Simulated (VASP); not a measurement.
BaTiO3:

```
Ba Ti O
1.0
     3.98550    0.00000    0.00000
     0.00000    2.83690   -2.84515
     0.00000    2.83690    2.84515
Ba Ti O
1 1 3
Direct
  0.00000 0.00000 0.00000
  0.50000 0.48760 0.51240
  0.00000 0.51260 0.48740
  0.50000 0.00816 0.50524
  0.50000 0.49476 0.99184
```

Base run:

- Program: VASP 6.6.1
- Functional: PBEsol
- Potentials or basis: VASP PAW PBE potentials, release 64 (Ba_sv, Ti_sv, O)
- Cutoff: 600 eV
- k mesh: 4 × 4 × 4
- Occupations: gaussian, width 0.01 eV
- Spin: no spin polarisation
- Hubbard terms: Ti d U = 6.0 eV

Its results: band gap on the k mesh 2.51 eV (least direct gap 2.77 eV); pressure 2.8 GPa; largest force 0.672 eV/Å.

The run is repeated on the same cell with these changes: hubbard terms from Ti d U = 6.0 eV to Ti d U = 3.0 eV. What comes out?

Band gap on the k mesh 2.13 eV (least direct gap 2.36 eV); pressure 0.2 GPa; largest force 0.205 eV/Å.

Caveats: the PAW data sets were made with another functional, which shifts forces and pressure a little; spin-orbit coupling is left out, which moves the levels of the heavy elements.

A k mesh can miss the band edges.
